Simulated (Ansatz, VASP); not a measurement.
## PbSe in VASP and in Ansatz

```
CELL_PARAMETERS angstrom
0.00000 3.08870 3.02693
3.08870 0.00000 3.02693
3.08870 3.08870 0.00000
ATOMIC_POSITIONS crystal
Pb 0.00000 0.00000 0.00000
Se 0.50000 0.50000 0.50000
```

Change from the starting cell: uniaxial_z strain -2.0%.

Alike in both runs: task single point; functional r2SCAN; k mesh 8 × 8 × 8; no spin polarisation.

```csv
,VASP,Ansatz
version,VASP 6.6.1,Ansatz 0.2.0
potentials or method,"VASP PAW PBE potentials, release 64 (Pb_d, Se)","plane waves, PAW"
plane-wave cutoff (eV),520,500
occupations,"gaussian, width 0.01 eV",fixed
valence electrons in the cell,20,30
```

VASP gave:

* gap on the k mesh at the Fermi level (eV): 0.59
* pressure (GPa): 1.2
* traceless stress, the component that is largest in VASP (GPa): 1.77

Q: Estimate Ansatz's values.

A: gap on the k mesh at the Fermi level (eV): 0.58; pressure (GPa): 1.2; traceless stress, the component that is largest in VASP (GPa): 1.77.

VASP's potentials were made for PBE, not for r2SCAN. VASP's potentials hold 20 valence electrons a cell and Ansatz's 30, so a difference there can come from the potentials and not from the codes.

Neither program's run includes spin-orbit coupling.
